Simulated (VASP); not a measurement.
SiNi:

```
Si Ni
1.0
     3.02662    0.00000    0.00000
     0.00000    3.27350    0.00000
     0.00000    0.00000    4.69776
Si Ni
2 2
Cartesian
  1.5133 1.6367 3.9569
  0.0000 0.0000 0.7408
  1.5133 1.6367 1.6171
  0.0000 0.0000 3.0807
```

* Program: VASP 6.6.1
* Task: relaxation of cell and atoms
* Functional: LDA
* Potentials or basis: VASP PAW LDA potentials, release 64 (Si, Ni)
* Cutoff: 600 eV
* k mesh: 14 × 12 × 10
* Occupations: gaussian, width 0.1 eV
* Spin: no spin polarisation

At the start: pressure -9.6 GPa; volume 11.64 Å³/atom.

Q: How do energy, volume and symmetry change on relaxing?

A: Over 8 steps the energy falls by 18.3 meV/atom and the volume is 11.06 Å³/atom (-5.0 %); space group Pmmn (No. 59, to 0.1 Å) before and after.

Step by step:
```
step  energy change (eV)  largest force (eV/Å)  pressure (GPa)  volume (Å³)
   1              0.0000                0.1600           -9.56        46.54
   2              0.0231                0.2319           13.02        42.02
   3             -0.0714                0.0068           -0.21        44.36
   4             -0.0715                0.0100           -0.06        44.31
   5             -0.0729                0.0116            0.05        44.24
   6             -0.0730                0.0196           -0.05        44.21
   7             -0.0730                0.0202            0.06        44.21
   8             -0.0730                0.0076            0.04        44.23
```

Final structure:
```
Si Ni
1.0
     2.97530    0.00000    0.00000
     0.00000    3.20813    0.00000
     0.00000    0.00000    4.63388
Si Ni
2 2
Direct
  0.50000 0.50000 0.84151
  0.00000 0.00000 0.15849
  0.50000 0.50000 0.34336
  0.00000 0.00000 0.65664
```
